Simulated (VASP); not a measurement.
Here is a VASP 6.6.1 calculation.

Contents of INCAR:

```
ALGO     = Normal         # electronic algorithm
EDIFF    = 1E-6           # SCF threshold, eV
ENCUT    = 520            # plane-wave cutoff, eV
GGA      = PS             # functional
ISIF     = 2              # what is computed and relaxed
ISMEAR   = 0              # smearing method
LASPH    = True           # aspherical terms in the spheres
LCHARG   = True           # write CHGCAR
LELF     = True           # ELF
LREAL    = False          # projectors in reciprocal space
LVHAR    = True         
LWAVE    = False          # write WAVECAR
NBANDS   = 19             # bands
NELM     = 100            # most SCF steps
PREC     = Accurate       # precision mode
SIGMA    = 0.1            # smearing width, eV
```

Contents of KPOINTS:

```
k-points
0
Gamma
  12 12 6
```

File POSCAR:

```
TiTe2
1.0
    3.6318129735      0.0000000000      0.0000000000
   -1.8159064867      3.5070779627     -0.0936154109
    0.0000000000     -0.1859727600      6.5161944000
Ti Te
1 2
Direct
   -0.0279972449      0.0000000000      0.0000000000
    0.6928043340      0.3576114230      0.2601037643
    0.3351929109      0.6423885770      0.7398962357
```

Potentials or basis: VASP PAW PBE potentials, release 64 (Ti_sv, Te).

The run is started by

```bash
$ cat potpaw_PBE.64/Ti_sv/POTCAR potpaw_PBE.64/Te/POTCAR > POTCAR
$ mpirun -np 1 vasp_std > vasp.out
```

**Question.** What does it give for the largest force?

**Answer.** 0.574 eV/Å.

**Question.** Predict the band gap on the k mesh.

**Answer.** Zero (band 12 reaches 6.78 eV, above the bottom of band 13 at 6.24 eV).

Stress tensor (GPa, compression positive):
```
-0.52  0.00  0.00
 0.00 -5.81  2.40
 0.00  2.40 -0.87
```

Caveat: the cell differs from its parent crystal (strained and its atoms moved); the PAW data sets were made with another functional, which shifts forces and pressure a little; spin-orbit coupling is left out, which moves the levels of the heavy elements; this functional lacks dispersion, which binds the layers, so the pressure and a relaxed spacing across them are unreliable.
